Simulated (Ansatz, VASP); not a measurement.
Two plane-wave programs on Al

```
CELL_PARAMETERS angstrom
3.02339 0.00000 0.00000
-1.51169 2.61833 0.00000
0.00000 0.00000 4.86685
ATOMIC_POSITIONS crystal
Al 0.66667 0.33333 0.75000
Al 0.33333 0.66667 0.25000
```

Change from the starting cell: strain +0.0750 x Voigt [1, 1, 0, 0, 0, 0], atoms carried along.

Alike in both runs: task single point; functional r2SCAN; k mesh 21 × 21 × 10; occupations gaussian, width 0.15 eV; no spin polarisation.

|  | VASP | Ansatz |
| --- | --- | --- |
| version | VASP 6.6.1 | Ansatz 0.2.0 |
| potentials or method | VASP PAW PBE potentials, release 64 (Al), cutoff 520 eV | scalar-relativistic, plane waves, PAW |
| valence electrons in the cell | 6 | 6 |

Ansatz gave:

| Quantity | Value |
| --- | --- |
| gap on the k mesh at the Fermi level (eV) | none |
| pressure (GPa) | -10.6 |
| traceless stress, the component that is largest in VASP (GPa) | 0.44 |

Problem. Which values does VASP return?

Solution. gap on the k mesh at the Fermi level (eV): none; pressure (GPa): -10.8; traceless stress, the component that is largest in VASP (GPa): 0.43.

VASP's potentials were made for PBE, not for r2SCAN. A gap of «none» marks a metal or a gap that the smearing closes. With one functional, cell and mesh, what is left measures potentials, basis and numerics.
